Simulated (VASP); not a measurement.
# Ta2N (P-31m) in VASP: notebook

The runs below take Ta2N through single point, with PBEsol.

Everything below comes from runs of VASP 6.6.1. Logs are shortened: lines on timing, memory, paths and dates and some standing lists are left out, and cuts for length are marked.

## (1) The cell of the first run

The structure is trigonal, space group P-31m (No. 162). The conventional cell has a = 5.297 Å, b = 5.297 Å, c = 4.939 Å, α = 90.00°, β = 90.00°, γ = 120.00°. Within 2.8 Å of Ta (site symmetry m) lie 3 N at 2.15 to 2.16 Å. Within 2.9 Å of N (site symmetry 32) lie 6 Ta at 2.16 Å. N (site symmetry -3m) has 6 Ta at 2.15 Å within 2.8 Å.

## (2) Single point, PBEsol

Contents of INCAR:

```
SYSTEM = Ta2N
  PREC = Accurate
  ENCUT = 520
  EDIFF = 1E-7
  ISMEAR = -5
  SIGMA = 0.1
  LREAL = .False.
  LASPH = .True.
  NELM = 80
  ALGO = Normal
  ISIF = 2
  LWAVE = .False.
  LCHARG = .True.
  GGA = PS
  LELF = .True.
  LVHAR = .True.
  NBANDS = 50
```

Contents of KPOINTS:

```
regular mesh
0
Gamma
  12 12 8
  0 0 0
```

Contents of POSCAR:

```
Ta2N
1.0
    5.2965720514      0.0000000000      0.0000000000
   -2.6482860257      4.5869659495      0.0000000000
    0.0000000000      0.0000000000      4.9391825701
Ta N
6 3
Direct
    0.6663616700      0.6663616700      0.7536182600
    0.0000000000      0.3336383300      0.7536182600
    0.3336383300      0.0000000000      0.7536182600
    0.3336383300      0.3336383300      0.2463817400
    0.0000000000      0.6663616700      0.2463817400
    0.6663616700      0.0000000000      0.2463817400
    0.6666666667      0.3333333333      0.5000000000
    0.3333333333      0.6666666667      0.5000000000
    0.0000000000      0.0000000000      0.0000000000
```

Potentials or basis: VASP PAW PBE potentials, release 64 (Ta_pv, N).

Run with:

```
$ cat potpaw_PBE.64/Ta_pv/POTCAR potpaw_PBE.64/N/POTCAR > POTCAR
$ mpirun -np 1 vasp_std > vasp.out
```

OUTCAR:

```text
SYSTEM = Ta2N
   PREC = Accurate
   ENCUT = 520
   EDIFF = 1E-7
   ISMEAR = -5
   LREAL = .False.
   LASPH = .True.
   NELM = 80
   ISIF = 2
   GGA = PS

 ion  position               nearest neighbor table
   1  0.666  0.666  0.754-   9 2.15   8 2.16   7 2.16   4 3.00   5 3.01   6 3.01   2 3.06   2 3.06
                             3 3.06   3 3.06   3 3.06   2 3.06   4 3.06   5 3.07   6 3.07
   2  0.000  0.334  0.754-   9 2.15   7 2.16   8 2.16   5 3.00   4 3.01   6 3.01   1 3.06   1 3.06
                             3 3.06   3 3.06   3 3.06   1 3.06   5 3.06   4 3.07   6 3.07
   3  0.334  0.000  0.754-   9 2.15   8 2.16   7 2.16   6 3.00   4 3.01   5 3.01   2 3.06   1 3.06
                             1 3.06   2 3.06   2 3.06   1 3.06   6 3.06   5 3.07   4 3.07
   4  0.334  0.334  0.246-   9 2.15   7 2.16   8 2.16   1 3.00   2 3.01   3 3.01   5 3.06   5 3.06
                             6 3.06   6 3.06   6 3.06   5 3.06   1 3.06   2 3.07   3 3.07
   5  0.000  0.666  0.246-   9 2.15   8 2.16   7 2.16   2 3.00   1 3.01   3 3.01   4 3.06   4 3.06
                             6 3.06   6 3.06   6 3.06   4 3.06   2 3.06   1 3.07   3 3.07
   6  0.666  0.000  0.246-   9 2.15   7 2.16   8 2.16   3 3.00   1 3.01   2 3.01   4 3.06   5 3.06
                             4 3.06   5 3.06   5 3.06   4 3.06   3 3.06   2 3.07   1 3.07
   7  0.667  0.333  0.500-   2 2.16   6 2.16   5 2.16   3 2.16   4 2.16   1 2.16
   8  0.333  0.667  0.500-   5 2.16   3 2.16   2 2.16   6 2.16   1 2.16   4 2.16
   9  0.000  0.000  0.000-   3 2.15   6 2.15   1 2.15   4 2.15   5 2.15   2 2.15

  LATTYP: Found a hexagonal cell.
 ALAT       =     5.2965720514
 C/A-ratio  =     0.9325243803

  Lattice vectors:

 A1 = (   5.2965720514,   0.0000000000,   0.0000000000)
 A2 = (  -2.6482860257,   4.5869659495,   0.0000000000)
 A3 = (   0.0000000000,   0.0000000000,   4.9391825701)

Analysis of symmetry for initial positions (statically):
=====================================================================
 Subroutine PRICEL returns:
 Original cell was already a primitive cell.

 Routine SETGRP: Setting up the symmetry group for a
 hexagonal supercell.

 Subroutine GETGRP returns: Found 12 space group operations
 (whereof 12 operations were pure point group operations)
 out of a pool of 24 trial point group operations.

The static configuration has the point symmetry D_3d.

Analysis of symmetry for dynamics (positions and initial velocities):
=====================================================================
 Subroutine PRICEL returns:
 Original cell was already a primitive cell.

 Routine SETGRP: Setting up the symmetry group for a
 hexagonal supercell.

 Subroutine GETGRP returns: Found 12 space group operations
 (whereof 12 operations were pure point group operations)
 out of a pool of 24 trial point group operations.

The dynamic configuration has the point symmetry D_3d.

 Subroutine INISYM returns: Found 12 space group operations
 (whereof 12 operations are pure point group operations),
 and found     1 'primitive' translations

----------------------------------------------------------------------------------------

                                     Primitive cell

  volume of cell :     119.9984

  direct lattice vectors                    reciprocal lattice vectors
     5.296572051  0.000000000  0.000000000     0.188801359  0.109004515  0.000000000
    -2.648286026  4.586965949  0.000000000     0.000000000  0.218009031  0.000000000
     0.000000000  0.000000000  4.939182570     0.000000000  0.000000000  0.202462652

  length of vectors
     5.296572051  5.296572051  4.939182570     0.218009031  0.218009031  0.202462652

  position of ions in fractional coordinates (direct lattice)
     0.666361670  0.666361670  0.753618260
     0.000000000  0.333638330  0.753618260
     0.333638330  0.000000000  0.753618260
     0.333638330  0.333638330  0.246381740
     0.000000000  0.666361670  0.246381740
     0.666361670  0.000000000  0.246381740
     0.666666667  0.333333333  0.500000000
     0.333333333  0.666666667  0.500000000
     0.000000000  0.000000000  0.000000000

  ion indices of the primitive-cell ions
   primitive index   ion index
                 1           1
                 2           2
                 3           3
                 4           4
                 5           5
                 6           6
                 7           7
                 8           8
                 9           9

----------------------------------------------------------------------------------------

 KPOINTS: regular mesh

Automatic generation of k-mesh.
 Grid dimensions read from file:
 generate k-points for:   12   12    8

 Generating k-lattice:

  Cartesian coordinates                     Fractional coordinates (reciprocal lattice)
     0.015733447  0.009083710  0.000000000     0.083333333  0.000000000  0.000000000
     0.000000000  0.018167419  0.000000000     0.000000000  0.083333333  0.000000000
     0.000000000  0.000000000  0.025307831     0.000000000  0.000000000  0.125000000

  Length of vectors
     0.018167419  0.018167419  0.025307831

  Shift w.r.t. Gamma in fractional coordinates (k-lattice)
     0.000000000  0.000000000  0.000000000

 TETIRR: Found   2262 inequivalent tetrahedra from     6912

 Subroutine IBZKPT returns following result:
 ===========================================

 Found    131 irreducible k-points:

 Following reciprocal coordinates:
            Coordinates               Weight
  0.000000  0.000000  0.000000      1.000000
  0.083333 -0.000000  0.000000      6.000000
  0.166667  0.000000  0.000000      6.000000
  0.250000  0.000000  0.000000      6.000000
  0.333333  0.000000  0.000000      6.000000
  0.416667  0.000000  0.000000      6.000000
[... 16 lines left out ...]
  0.250000  0.000000  0.125000     12.000000
  0.333333  0.000000  0.125000     12.000000
 [... further k-points ...]
   k-points           NKPTS =    131   k-points in BZ     NKDIM =    131   number of bands    NBANDS=     50
   number of dos      NEDOS =    301   number of ions     NIONS =      9
   total plane-waves  NPLWV =  64000
   dimension x,y,z NGX =    40 NGY =   40 NGZ =   40
   dimension x,y,z NGXF=    80 NGYF=   80 NGZF=   80
   ions per type =               6   3
   NGX,Y,Z   is equivalent  to a cutoff of  12.55, 12.55, 13.46 a.u.
   NGXF,Y,Z  is equivalent  to a cutoff of  25.11, 25.11, 26.93 a.u.
 SYSTEM =  Ta2N
   PREC   = accura    normal or accurate (medium, high low for compatibility)
   ISTART =      0    job   : 0-new  1-cont  2-samecut
   ICHARG =      2    charge: 1-file 2-atom 10-const
   ISPIN  =      1    spin polarized calculation?
   LNONCOLLINEAR =      F non collinear calculations
   LSORBIT =      F    spin-orbit coupling
   LASPH  =      T    aspherical Exc in radial PAW
   ENCUT  =  520.0 eV  38.22 Ry    6.18 a.u.   9.85  9.85  9.18*2*pi/ulx,y,z
   NELM   =     80;   NELMIN=  2; NELMDL= -5     # of ELM steps
   EDIFF  = 0.1E-06   stopping-criterion for ELM
   LREAL  =      F    real-space projection
   EDIFFG = 0.1E-05   stopping-criterion for IOM
   NSW    =      0    number of steps for IOM
   IBRION =     -1    ionic relax: 0-MD 1-quasi-New 2-CG
   NFREE  =      0    steps in history (QN), initial steepest desc. (CG)
   ISIF   =      2    stress and relaxation
   ISYM   =      2    0-nonsym 1-usesym 2-fastsym
   POTIM  = 0.5000    time-step for ionic-motion
   TEBEG  =    0.0;   TEEND  =   0.0 temperature during run
   PSTRESS=    0.0 pullay stress
   NELECT =      81.0000    total number of electrons
   NUPDOWN=      -1.0000    fix difference up-down
   EMIN   =  10.00;   EMAX   =-10.00  energy-range for DOS
   EFERMI =   0.00;   METHOD = LEGACY
   ISMEAR =    -5;   SIGMA  =   0.10  broadening in eV -4-tet -1-fermi 0-gaus
   EFERMI_NEDOS =   21; number of points for ismear=-14 and -15
   IALGO  =     38    algorithm
   IMIX   =      4    mixing-type and parameters
     AMIX     =   0.40;   BMIX     =  1.00
     AMIX_MAG =   1.60;   BMIX_MAG =  1.00
  volume/ion in A,a.u.               =      13.33        89.98
  Fermi-wavevector in a.u.,A,eV,Ry     =   1.436078  2.713794 28.059565  2.062320
  Thomas-Fermi vector in A             =   2.555306
   LORBIT       =      0    0 simple, 1 ext, 2 COOP (PROOUT), +10 PAW based schemes
   GGA     = PS    functional components
   LHFCALC =     F    Hartree Fock is set to
   AEXX    =    0.0000 exact exchange contribution
   IVDW    =     0    specifies the selected vdW correction
   LEPSILON=     F    determine dielectric tensor
   LRPA    =     F    only Hartree local field effects (RPA)
 non-spin polarized calculation
 Fermi weights with tetrahedron method with Bloechl corrections
  energy-cutoff  :      520.00
  volume of cell :      120.00
 maximum number of plane-waves:      3260
   NGX = 19   NGY = 19   NGZ = 19

 number of electron      81.0000001 magnetization

 Free energy of the ion-electron system (eV)
  ---------------------------------------------------
  ext. energy  EPLUGINS =         0.00000000
  ---------------------------------------------------
  free energy    TOTEN  =      -110.51009425 eV

  energy without entropy =     -110.51009425  energy(sigma->0) =     -110.51009425

 E-fermi :   7.3270     XC(G=0): -13.0836

 val. band max:        7.3388017102   @ k =   0.2500   0.0000   0.0000
 cond. band min:       7.1983050393   @ k =   0.0000   0.0000   0.0000
 fundamental gap:     -0.1404966709
 Fermi energy:         7.3270029357

 k-point     1 :       0.0000    0.0000    0.0000
  band No.  band energies     occupation
      1     -28.3657      2.00000
      2     -27.9883      2.00000
      3     -27.8291      2.00000
      4     -27.8291      2.00000
      5     -27.8035      2.00000
      6     -27.8035      2.00000
[... 42 lines left out ...]
     49      10.2682      0.00000
     50      10.8857      0.00000
[... 1217 lines left out ...]
     49      10.3073      0.00000
     50      10.7614      0.00000

 [... further k-points ...]

------------------------ aborting loop because EDIFF is reached ----------------------------------------

  FORCE on cell =-STRESS in cart. coord.  units (eV):
  Direction    XX          YY          ZZ          XY          YZ          ZX
  --------------------------------------------------------------------------------------
  -------------------------------------------------------------------------------------
  Total       -3.6207563     -3.6207563     -3.4626832      0.0000000      0.0000000      0.0000000
  in kB      -48.3430889    -48.3430889    -46.2325513      0.0000000      0.0000000      0.0000000
  external PRESSURE =     -47.6395764 kB  Pullay stress =       0.0000000 kB

 VOLUME and BASIS-vectors are now :
 -----------------------------------------------------------------------------
  energy-cutoff  :      520.00
  volume of cell :      120.00
      direct lattice vectors                 reciprocal lattice vectors
     5.296572051  0.000000000  0.000000000     0.188801359  0.109004515  0.000000000
    -2.648286026  4.586965949  0.000000000     0.000000000  0.218009031  0.000000000
     0.000000000  0.000000000  4.939182570     0.000000000  0.000000000  0.202462652

 POSITION                                       TOTAL-FORCE (eV/Angst)
 -----------------------------------------------------------------------------------
      1.76472      3.05658      3.72226         0.018255      0.031619     -0.115497
     -0.88357      1.53039      3.72226         0.018255     -0.031619     -0.115497
      1.76714      0.00000      3.72226        -0.036511      0.000000     -0.115497
      0.88357      1.53039      1.21692        -0.018255     -0.031619      0.115497
     -1.76472      3.05658      1.21692        -0.018255      0.031619      0.115497
      3.52943      0.00000      1.21692         0.036511     -0.000000      0.115497
      2.64829      1.52899      2.46959        -0.000000     -0.000000      0.000000
     -0.00000      3.05798      2.46959         0.000000      0.000000      0.000000
      0.00000      0.00000      0.00000         0.000000      0.000000      0.000000
 -----------------------------------------------------------------------------------
    total drift:                               -0.000000     -0.000000     -0.000000

  FREE ENERGIE OF THE ION-ELECTRON SYSTEM (eV)
  ---------------------------------------------------
  free  energy   TOTEN  =      -110.5100942459 eV

  energy  without entropy=     -110.5100942459  energy(sigma->0) =     -110.51009425
```

Run time: 14 min. Hardware: 1 thread of Intel Xeon Platinum 8488C (Sapphire Rapids), shared host; peak memory 0.65 GiB.

What came out:

- Free energy: -110.5101 eV
- Pressure: -4.8 GPa
- Largest force: 0.121 eV/Å
- Band gap on the k mesh: zero (an odd number of electrons rules out a gap without spin polarisation)

Forces in eV/Å, atoms in the order of the input:
```
Ta   0.018  0.032 -0.115
Ta   0.018 -0.032 -0.115
Ta  -0.037  0.000 -0.115
Ta  -0.018 -0.032  0.115
Ta  -0.018  0.032  0.115
Ta   0.037  0.000  0.115
N    0.000  0.000  0.000
N    0.000  0.000  0.000
N    0.000  0.000  0.000
```

Stress tensor (GPa, compression positive):
```
-4.83  0.00  0.00
 0.00 -4.83  0.00
 0.00  0.00 -4.62
```

Caveat: the cell stands under tension; the PAW data sets were made with another functional, which shifts forces and pressure a little; spin-orbit coupling is left out, which moves the levels of the heavy elements; tetrahedron occupations give inexact forces and stress in metals.

[end of part 1 of 2]

The gap in the log of VASP goes by the Fermi energy; the results here count the filled bands.